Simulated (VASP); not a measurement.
A run of VASP 6.6.1:

File INCAR:

```
PREC = Accurate
ENCUT = 520
EDIFF = 1E-6
ISMEAR = 0
SIGMA = 0.02
LREAL = Auto
LASPH = T
NELM = 80
ALGO = Normal
ISIF = 2
LWAVE = F
LCHARG = F
GGA = PE
IBRION = 2
NSW = 65
EDIFFG = -0.025
```

KPOINTS

```
regular mesh
0
Gamma
  1 1 1
```

POSCAR

```
In7GaP8
1.0
    0.0000000000      5.9597880289     -5.9597880289
    5.9597880289      5.9597880289      0.0000000000
    5.9597880289      0.0000000000     -5.9597880289
Ga In P
1 7 8
Direct
    0.5000000000      0.5000000000      0.0000000000
    0.5000000000      0.0000000000      0.0000000000
    1.0000000000      0.5000000000      0.0000000000
    1.0000000000      0.0000000000      0.0000000000
    0.5000000000      0.5000000000      0.5000000000
    0.5000000000      0.0000000000      0.5000000000
    1.0000000000      0.5000000000      0.5000000000
    1.0000000000      0.0000000000      0.5000000000
    0.3750000000      0.3750000000      0.3750000000
    0.3750000000      0.8750000000      0.3750000000
    0.8750000000      0.3750000000      0.3750000000
    0.8750000000      0.8750000000      0.3750000000
    0.3750000000      0.3750000000      0.8750000000
    0.3750000000      0.8750000000      0.8750000000
    0.8750000000      0.3750000000      0.8750000000
    0.8750000000      0.8750000000      0.8750000000
```

Potentials or basis: VASP PAW PBE potentials, release 64 (Ga_d, In_d, P).

The run is started by

```console
$ cat potpaw_PBE.64/Ga_d/POTCAR potpaw_PBE.64/In_d/POTCAR potpaw_PBE.64/P/POTCAR > POTCAR
$ mpirun -np 1 vasp_gam > vasp.out
```

Hardware: 1 thread of Intel(R) Xeon(R) 6975P-C (Granite Rapids), with other jobs on the host.

How long does it take, and how much memory?

Run time: 2.2 min on 1 thread of Intel(R) Xeon(R) 6975P-C (Granite Rapids), with other jobs on the host, peak memory 0.61 GiB. Counts: scf iterations 45, k points 1, ion steps 5.
